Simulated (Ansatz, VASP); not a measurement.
Given: the input of a run of VASP 6.6.1 on Bi.

Contents of INCAR:

```
SYSTEM = Bi
PREC = Accurate
ENCUT = 520
EDIFF = 1E-7
ISMEAR = -1
SIGMA = 0.05
LREAL = .FALSE.
LASPH = .TRUE.
NELM = 100
ALGO = Normal
ISIF = 2
LWAVE = .FALSE.
LCHARG = .FALSE.
GGA = CA
NBANDS = 22
```

Contents of KPOINTS:

```
Automatic mesh
0
G
  7 7 7
  0 0 0
```

POSCAR

```
Bi
1.0
    2.2522814206      1.3003552845      3.9115696734
   -2.2522814206      1.3003552845      3.9115696734
    0.0000000000     -2.6007105690      3.9115696734
Bi
2
Direct
    0.7660000000      0.7660000000      0.7660000000
    0.2340000000      0.2340000000      0.2340000000
```

Potentials or basis: VASP PAW LDA potentials, release 64 (Bi_d).

Run with:

```console
$ cat potpaw_LDA.64/Bi_d/POTCAR > POTCAR
$ mpirun -np 1 vasp_std > vasp.out
```

**Question.** Set up the same calculation for Ansatz 0.2.0. Potentials there: all-electron LAPW, scalar-relativistic.

**Answer.** As run (the cutoff follows the program's own potentials):

input.yaml

```yaml
crystal:
  lattice:
    - [2.2522814206, 1.3003552845, 3.9115696734]
    - [-2.2522814206, 1.3003552845, 3.9115696734]
    - [0.0, -2.600710569, 3.9115696734]
  atoms:
    - { symbol: Bi, position: [0.766, 0.766, 0.766] }
    - { symbol: Bi, position: [0.234, 0.234, 0.234] }
kpoints:
  mp_grid: { grid: [7, 7, 7] }
scf:
  occupations: { method: fermi_dirac, width: 0.05 }
hamiltonian:
  xc: lda
  pseudopotentials: { kind: all_electron, lapw: { basis_error: 0.001 } }
output:
  forces: true
  stress: true
  eigenvalues: true
```

Potentials or basis: all-electron LAPW, scalar-relativistic.

Run with:

```bash
$ ansatz run input.yaml --threads 1 --pin off --max-ram 3072MiB --backend cpu --events-out ev --progress --plain --runs-dir out
```

Both were run:

|  | VASP | Ansatz | Ansatz less VASP |
| --- | --- | --- | --- |
| gap on the k mesh at the Fermi level (eV) | 0.28 | 0.28 | -0.005 |
| least direct gap on the mesh (eV) | 0.54 | 0.54 | -0.004 |
| pressure (GPa) | -0.5 | -0.6 | -0.07 |
| traceless stress, the component that is largest in VASP (GPa) | -0.23 | -0.21 | +0.022 |
| rms of the force components (eV/Å) | 0.093 | 0.081 | -0.0128 |

LDA's correlation is that of Perdew and Zunger in VASP and of Perdew and Wang (1992) in Ansatz. Atom by atom the forces differ by 0.013 eV/Å (rms over components). Ansatz ran all-electron here, and VASP with PAW potentials.

Neither program's run includes spin-orbit coupling.
